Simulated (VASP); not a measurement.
Sb:

```
Sb
1.0
    -1.87134    1.87134    1.87134
     1.87134   -1.87134    1.87134
     1.87134    1.87134   -1.87134
Sb
1
Direct
  0.00000 0.00000 0.00000
```

```yaml
Program: VASP 6.6.1
Task: relaxation of cell and atoms
Functional: PBE-based screened hybrid
Potentials_or_basis: VASP PAW PBE potentials, release 64 (Sb)
Cutoff: 600 eV
k_mesh: 5 × 5 × 5
Occupations: fermi-dirac, width 0.05 eV
Spin: no spin polarisation
```

At the start: pressure -1.6 GPa; volume 26.21 Å³/atom.

Q: How do energy, volume and symmetry change on relaxing?

A: Over 3 steps the energy falls by 3.0 meV/atom and the volume is 25.61 Å³/atom (-2.3 %); space group Im-3m (No. 229, to 0.05 Å).

Step by step:
| step | energy change (eV) | largest force (eV/Å) | pressure (GPa) | volume (Å³) |
| --- | --- | --- | --- | --- |
| 1 | 0.0000 | 0.0000 | -1.57 | 26.21 |
| 2 | -0.0019 | 0.0000 | 1.02 | 25.25 |
| 3 | -0.0030 | 0.0000 | 0.02 | 25.61 |

Final structure:
```
Sb
1.0
    -1.85683    1.85683    1.85683
     1.85683   -1.85683    1.85683
     1.85683    1.85683   -1.85683
Sb
1
Direct
  0.00000 0.00000 0.00000
```

Caveat: the k points lie up to 0.48 Å⁻¹ apart in the final cell; the PAW data sets were made with another functional, which shifts forces and pressure a little.
